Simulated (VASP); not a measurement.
# Rh (P6_3/mmc) in VASP: single point with LDA

Aim: the single point of Rh with LDA.

All numbers are computed with VASP 6.6.1; they aren't measurements. Logs are shortened: lines on timing, memory, paths and dates and some standing lists are left out, and cuts for length are marked.

## (1) The cell of the first run

It takes space group P6_3/mmc (No. 194, hexagonal). Conventional cell: a = 2.731 Å, b = 2.731 Å, c = 4.428 Å, α = 90.00°, β = 90.00°, γ = 120.00°. Rh (site symmetry -6m2) has 12 Rh at 2.72 to 2.73 Å within 3.6 Å.

## (2) Single point, LDA

INCAR

```
  PREC = Accurate
  ENCUT = 520
  EDIFF = 1E-6
  ISMEAR = 0
  SIGMA = 0.15
  LREAL = False
  LASPH = True
  NELM = 100
  ALGO = Fast
  ISIF = 2
  LWAVE = False
  LCHARG = False
  NBANDS = 70
```

KPOINTS

```
Automatic mesh
0
Gamma
  6 6 6
```

POSCAR

```
Rh
1.0
    2.7309790422      0.0000000000     -4.4284890000
    2.7309790422      0.0000000000      4.4284890000
   -2.7309790422     -4.7301944555      0.0000000000
Rh
8
Direct
    0.7916666667      0.5416666667      0.3333333333
    0.2916666667      0.0416666667      0.3333333333
    0.7916666667      0.5416666667      0.8333333333
    0.2916666667      0.0416666667      0.8333333333
    0.7083333333      0.9583333333      0.1666666667
    0.2083333333      0.4583333333      0.1666666667
    0.7083333333      0.9583333333      0.6666666667
    0.2083333333      0.4583333333      0.6666666667
```

Potentials or basis: VASP PAW LDA potentials, release 64 (Rh_pv).

Started as:

```bash
$ cat potpaw_LDA.64/Rh_pv/POTCAR > POTCAR
$ mpirun -np 1 vasp_std > vasp.out
```

OUTCAR:

```text
PREC = Accurate
   ENCUT = 520
   EDIFF = 1E-6
   ISMEAR = 0
   LREAL = False
   LASPH = True
   NELM = 100
   ISIF = 2

 ion  position               nearest neighbor table
   1  0.792  0.542  0.333-   5 2.72   6 2.72   5 2.72   6 2.72   7 2.72   8 2.72   2 2.73   2 2.73
                             3 2.73   4 2.73   3 2.73   4 2.73
   2  0.292  0.042  0.333-   5 2.72   6 2.72   6 2.72   5 2.72   7 2.72   8 2.72   1 2.73   1 2.73
                             3 2.73   4 2.73   4 2.73   3 2.73
   3  0.792  0.542  0.833-   7 2.72   8 2.72   7 2.72   8 2.72   5 2.72   6 2.72   4 2.73   4 2.73
                             2 2.73   1 2.73   1 2.73   2 2.73
   4  0.292  0.042  0.833-   7 2.72   8 2.72   8 2.72   7 2.72   5 2.72   6 2.72   3 2.73   3 2.73
                             2 2.73   1 2.73   2 2.73   1 2.73
   5  0.708  0.958  0.167-   1 2.72   2 2.72   2 2.72   1 2.72   3 2.72   4 2.72   6 2.73   6 2.73
                             8 2.73   7 2.73   7 2.73   8 2.73
   6  0.208  0.458  0.167-   1 2.72   2 2.72   1 2.72   2 2.72   3 2.72   4 2.72   5 2.73   5 2.73
                             8 2.73   8 2.73   7 2.73   7 2.73
   7  0.708  0.958  0.667-   3 2.72   4 2.72   4 2.72   3 2.72   1 2.72   2 2.72   8 2.73   8 2.73
                             5 2.73   5 2.73   6 2.73   6 2.73
   8  0.208  0.458  0.667-   3 2.72   4 2.72   3 2.72   4 2.72   1 2.72   2 2.72   7 2.73   7 2.73
                             5 2.73   6 2.73   6 2.73   5 2.73

  LATTYP: Found a face centered orthorhombic cell.
 ALAT       =     5.4619580844
 B/A-ratio  =     1.6215756077
 C/A-ratio  =     1.7320508076

  Lattice vectors:

 A1 = (   0.0000000000,  -4.7301944555,   4.4284890000)
 A2 = (   2.7309790422,  -4.7301944555,   0.0000000000)
 A3 = (   2.7309790422,   0.0000000000,   4.4284890000)

Analysis of symmetry for initial positions (statically):
=====================================================================
 Subroutine PRICEL returns following result:

  LATTYP: Found a hexagonal cell.
 ALAT       =     2.7309790422
 C/A-ratio  =     1.6215756077

  Lattice vectors:

 A1 = (   1.3654895211,   2.3650972278,   0.0000000000)
 A2 = (  -2.7309790422,   0.0000000000,   0.0000000000)
 A3 = (  -0.0000000000,   0.0000000000,   4.4284890000)

   4 primitive cells build up your supercell.

 Routine SETGRP: Setting up the symmetry group for a
 face centered orthorhombic supercell.

 Subroutine GETGRP returns: Found  8 space group operations
 (whereof  4 operations were pure point group operations)
 out of a pool of  8 trial point group operations.

The static configuration has the point symmetry C_2h.
 The point group associated with its full space group is D_2h.

Analysis of symmetry for dynamics (positions and initial velocities):
=====================================================================
 Subroutine PRICEL returns following result:

  LATTYP: Found a hexagonal cell.
 ALAT       =     2.7309790422
 C/A-ratio  =     1.6215756077

  Lattice vectors:

 A1 = (   1.3654895211,   2.3650972278,   0.0000000000)
 A2 = (  -2.7309790422,   0.0000000000,   0.0000000000)
 A3 = (  -0.0000000000,   0.0000000000,   4.4284890000)

   4 primitive cells build up your supercell.

 Routine SETGRP: Setting up the symmetry group for a
 face centered orthorhombic supercell.

 Subroutine GETGRP returns: Found  8 space group operations
 (whereof  4 operations were pure point group operations)
 out of a pool of  8 trial point group operations.

The dynamic configuration has the point symmetry C_2h.
 The point group associated with its full space group is D_2h.

 Subroutine INISYM returns: Found  8 space group operations
 (whereof  4 operations are pure point group operations),
 and found     4 'primitive' translations

----------------------------------------------------------------------------------------

                                     Primitive cell

  volume of cell :      28.6037

  direct lattice vectors                    reciprocal lattice vectors
     1.365489521  2.365097228  0.000000000     0.000000000  0.422815599  0.000000000
    -2.730979042  0.000000000  0.000000000    -0.366169049  0.211407799 -0.000000000
    -0.000000000  0.000000000  4.428489000     0.000000000  0.000000000  0.225810655

  length of vectors
     2.730979042  2.730979042  4.428489000     0.422815599  0.422815599  0.225810655

  position of ions in fractional coordinates (direct lattice)
     0.333333333  0.666666667  0.750000000
     0.666666667  0.333333333  0.250000000

  ion indices of the primitive-cell ions
   primitive index   ion index
                 1           1
                 2           5

----------------------------------------------------------------------------------------

 KPOINTS: Automatic mesh

Automatic generation of k-mesh.
 Grid dimensions read from file:
 generate k-points for:    6    6    6

 Generating k-lattice:

  Cartesian coordinates                     Fractional coordinates (reciprocal lattice)
     0.030514087 -0.017617317 -0.018817555     0.166666667 -0.000000000  0.000000000
     0.030514087 -0.017617317  0.018817555    -0.000000000  0.166666667  0.000000000
     0.000000000 -0.035234633  0.000000000     0.000000000  0.000000000  0.166666667

  Length of vectors
     0.039944708  0.039944708  0.035234633

  Shift w.r.t. Gamma in fractional coordinates (k-lattice)
     0.000000000  0.000000000  0.000000000

 Subroutine IBZKPT returns following result:
 ===========================================

 Found     46 irreducible k-points:

 Following reciprocal coordinates:
            Coordinates               Weight
  0.000000  0.000000  0.000000      1.000000
  0.166667 -0.000000  0.000000      8.000000
  0.333333 -0.000000  0.000000      8.000000
  0.500000 -0.000000  0.000000      4.000000
  0.166667  0.166667  0.000000      4.000000
  0.333333  0.166667  0.000000      8.000000
[... 16 lines left out ...]
  0.333333  0.333333  0.166667      2.000000
 -0.333333  0.333333  0.166667      4.000000
 [... further k-points ...]
   k-points           NKPTS =     46   k-points in BZ     NKDIM =     46   number of bands    NBANDS=     70
   number of dos      NEDOS =    301   number of ions     NIONS =      8
   total plane-waves  NPLWV =  67200
   dimension x,y,z NGX =    40 NGY =   40 NGZ =   42
   dimension x,y,z NGXF=    80 NGYF=   80 NGZF=   84
   ions per type =               8
   NGX,Y,Z   is equivalent  to a cutoff of  12.78, 12.78, 12.78 a.u.
   NGXF,Y,Z  is equivalent  to a cutoff of  25.56, 25.56, 25.57 a.u.
 SYSTEM =  unknown system
   PREC   = accura    normal or accurate (medium, high low for compatibility)
   ISTART =      0    job   : 0-new  1-cont  2-samecut
   ICHARG =      2    charge: 1-file 2-atom 10-const
   ISPIN  =      1    spin polarized calculation?
   LNONCOLLINEAR =      F non collinear calculations
   LSORBIT =      F    spin-orbit coupling
   LASPH  =      T    aspherical Exc in radial PAW
   ENCUT  =  520.0 eV  38.22 Ry    6.18 a.u.   9.67  9.67 10.16*2*pi/ulx,y,z
   NELM   =    100;   NELMIN=  2; NELMDL= -5     # of ELM steps
   EDIFF  = 0.1E-05   stopping-criterion for ELM
   LREAL  =      F    real-space projection
   EDIFFG = 0.1E-04   stopping-criterion for IOM
   NSW    =      0    number of steps for IOM
   IBRION =     -1    ionic relax: 0-MD 1-quasi-New 2-CG
   NFREE  =      0    steps in history (QN), initial steepest desc. (CG)
   ISIF   =      2    stress and relaxation
   ISYM   =      2    0-nonsym 1-usesym 2-fastsym
   POTIM  = 0.5000    time-step for ionic-motion
   TEBEG  =    0.0;   TEEND  =   0.0 temperature during run
   PSTRESS=    0.0 pullay stress
   NELECT =     120.0000    total number of electrons
   NUPDOWN=      -1.0000    fix difference up-down
   EMIN   =  10.00;   EMAX   =-10.00  energy-range for DOS
   EFERMI =   0.00;   METHOD = LEGACY
   ISMEAR =     0;   SIGMA  =   0.15  broadening in eV -4-tet -1-fermi 0-gaus
   EFERMI_NEDOS =   21; number of points for ismear=-14 and -15
   IALGO  =     68    algorithm
   IMIX   =      4    mixing-type and parameters
     AMIX     =   0.40;   BMIX     =  1.00
     AMIX_MAG =   1.60;   BMIX_MAG =  1.00
  volume/ion in A,a.u.               =      14.30        96.51
  Fermi-wavevector in a.u.,A,eV,Ry     =   1.663314  3.143208 37.642066  2.766614
  Thomas-Fermi vector in A             =   2.750053
   LORBIT       =      0    0 simple, 1 ext, 2 COOP (PROOUT), +10 PAW based schemes
   GGA     = CA    functional components
   LHFCALC =     F    Hartree Fock is set to
   AEXX    =    0.0000 exact exchange contribution
   IVDW    =     0    specifies the selected vdW correction
   LEPSILON=     F    determine dielectric tensor
   LRPA    =     F    only Hartree local field effects (RPA)
 non-spin polarized calculation
 RMM-DIIS sequential band-by-band and
 Gauss-broadening in eV      SIGMA  =   0.15
  energy-cutoff  :      520.00
  volume of cell :      114.41
 maximum number of plane-waves:      3103
   NGX = 19   NGY = 19   NGZ = 21

 number of electron     119.9999991 magnetization

 Free energy of the ion-electron system (eV)
  ---------------------------------------------------
  ext. energy  EPLUGINS =         0.00000000
  ---------------------------------------------------
  free energy    TOTEN  =       -68.72766340 eV

  energy without entropy =      -68.57716176  energy(sigma->0) =      -68.65241258

 E-fermi :  11.0707     XC(G=0): -14.1013

 val. band max:       11.0699338986   @ k =   0.5000   0.1667   0.0000
 cond. band min:      11.0710203201   @ k =  -0.3333   0.3333   0.3333
 fundamental gap:      0.0010864216
 Fermi energy:        11.0706791813

 k-point     1 :       0.0000    0.0000    0.0000
  band No.  band energies     occupation
      1     -35.7611      2.00000
      2     -35.7128      2.00000
      3     -35.7128      2.00000
      4     -35.7128      2.00000
      5     -35.7128      2.00000
      6     -35.6735      2.00000
[... 62 lines left out ...]
     69      13.6705      0.00000
     70      13.6708      0.00000
[... 1677 lines left out ...]
     69      13.6120      0.00000
     70      14.8774      0.00000

 [... further k-points ...]

------------------------ aborting loop because EDIFF is reached ----------------------------------------

  FORCE on cell =-STRESS in cart. coord.  units (eV):
  Direction    XX          YY          ZZ          XY          YZ          ZX
  --------------------------------------------------------------------------------------
  -------------------------------------------------------------------------------------
  Total      -13.0451985    -13.1817559    -13.9115743      0.0000000      0.0000000      0.0000000
  in kB     -182.6746756   -184.5869188   -194.8067204      0.0000000      0.0000000      0.0000000
  external PRESSURE =    -187.3561049 kB  Pullay stress =       0.0000000 kB

 VOLUME and BASIS-vectors are now :
 -----------------------------------------------------------------------------
  energy-cutoff  :      520.00
  volume of cell :      114.41
      direct lattice vectors                 reciprocal lattice vectors
     2.730979042  0.000000000 -4.428489000     0.183084525 -0.105703900 -0.112905327
     2.730979042  0.000000000  4.428489000     0.183084525 -0.105703900  0.112905327
    -2.730979042 -4.730194456  0.000000000     0.000000000 -0.211407799  0.000000000

 POSITION                                       TOTAL-FORCE (eV/Angst)
 -----------------------------------------------------------------------------------
      2.73098     -1.57673     -1.10712        -0.000000      0.006748      0.000000
      0.00000     -1.57673     -1.10712        -0.000000      0.006748      0.000000
      1.36549     -3.94183     -1.10712         0.000000      0.006748      0.000000
     -1.36549     -3.94183     -1.10712        -0.000000      0.006748      0.000000
      4.09647     -0.78837      1.10712        -0.000000     -0.006748      0.000000
      1.36549     -0.78837      1.10712        -0.000000     -0.006748      0.000000
      2.73098     -3.15346      1.10712         0.000000     -0.006748      0.000000
     -0.00000     -3.15346      1.10712         0.000000     -0.006748      0.000000
 -----------------------------------------------------------------------------------
    total drift:                                0.000001      0.000001     -0.000001

  FREE ENERGIE OF THE ION-ELECTRON SYSTEM (eV)
  ---------------------------------------------------
  free  energy   TOTEN  =       -68.7276634022 eV

  energy  without entropy=      -68.5771617606  energy(sigma->0) =      -68.65241258
```

It took 4.8 min on 1 thread of Intel Xeon Platinum 8488C (Sapphire Rapids), shared host; peak memory 0.35 GiB.

What came out:

```
Free energy            : -68.7277 eV
Pressure               : -18.7 GPa
Largest force          : 0.007 eV/Å
Band gap on the k mesh : zero (band 60 reaches 11.66 eV, above the bottom of band 61 at 10.67 eV)
```

Forces on the atoms (eV/Å):
```
Rh   0.000  0.007  0.000
Rh   0.000  0.007  0.000
Rh   0.000  0.007  0.000
Rh   0.000  0.007  0.000
Rh   0.000 -0.007  0.000
Rh   0.000 -0.007  0.000
Rh   0.000 -0.007  0.000
Rh   0.000 -0.007  0.000
```
